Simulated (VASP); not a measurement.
# BaZrO3: single point with LDA

BaZrO3:

```
Ba Zr O
1.0
     3.91934    0.00000    0.00000
     0.00000    4.48962    0.00000
     0.00000    0.00000    4.14745
Ba Zr O
1 1 3
Direct
  0.50000 0.50000 0.50000
  0.00000 0.00000 0.00000
  0.50000 0.00000 0.00000
  0.00000 0.50000 0.00000
  0.00000 0.00000 0.50000
```

This cell differs from its parent crystal: normal strain along x -0.0550, normal strain along y +0.0825.

```
Program             : VASP 6.6.1
Task                : single point
Functional          : LDA
Potentials or basis : VASP PAW LDA potentials, release 64 (Ba_sv, Zr_sv, O)
Cutoff              : 520 eV
k mesh              : 6 × 6 × 6
Occupations         : gaussian, width 0.05 eV
Spin                : no spin polarisation
```

| Quantity | Value |
| --- | --- |
| Pressure | 1.4 GPa |
| Band gap on the k mesh | 2.70 eV, indirect (least direct gap 2.81 eV) |

Stress tensor (GPa, compression positive):
```
 19.04   0.00   0.00
  0.00 -14.83   0.00
  0.00   0.00  -0.01
```

Levels at points of the mesh, in eV from the valence-band top:
| k point | band 16 | band 17 | band 18 | band 19 | band 20 | band 21 | band 22 | band 23 | band 24 | band 25 |
| --- | --- | --- | --- | --- | --- | --- | --- | --- | --- | --- |
| (0.00, 0.00, 0.00) | -0.94 | -0.81 | -0.48 | -0.30 | -0.11 | 2.70 | 3.00 | 3.31 | 3.93 | 4.90 |
| (0.50, 0.00, 0.00) | -1.96 | -1.94 | -1.82 | -0.67 | -0.56 | 3.36 | 6.41 | 6.50 | 6.53 | 6.80 |
| (0.00, 0.50, 0.00) | -1.68 | -1.24 | -1.20 | -0.52 | -0.26 | 3.58 | 4.81 | 4.88 | 5.33 | 6.31 |
| (0.50, 0.50, 0.00) | -2.29 | -1.15 | -1.13 | -0.82 | -0.44 | 4.89 | 6.26 | 6.33 | 6.57 | 7.68 |
| (0.00, 0.00, 0.50) | -1.88 | -1.79 | -1.62 | -0.69 | -0.29 | 3.46 | 5.63 | 5.77 | 6.00 | 6.49 |
| (0.50, 0.00, 0.50) | -2.87 | -1.10 | -0.62 | -0.60 | -0.07 | 5.58 | 5.93 | 6.19 | 7.16 | 8.18 |
| (0.00, 0.50, 0.50) | -2.02 | -1.54 | -1.51 | -0.46 | -0.45 | 4.93 | 5.73 | 5.75 | 6.42 | 7.04 |
| (0.50, 0.50, 0.50) | -2.91 | -2.27 | -0.19 | -0.10 | 0.00 | 5.41 | 5.53 | 6.20 | 6.51 | 7.14 |

Run time: 100 s on 1 thread of Intel(R) Xeon(R) Platinum 8259CL CPU @ 2.50GHz (Skylake/Cascade Lake), with other jobs on the host, peak memory 0.25 GiB.

Caveat: the cell differs from its parent crystal (normal strain along x -0.0550, normal strain along y +0.0825); spin-orbit coupling is left out, which moves the levels of the heavy elements. A k mesh can miss the band edges.
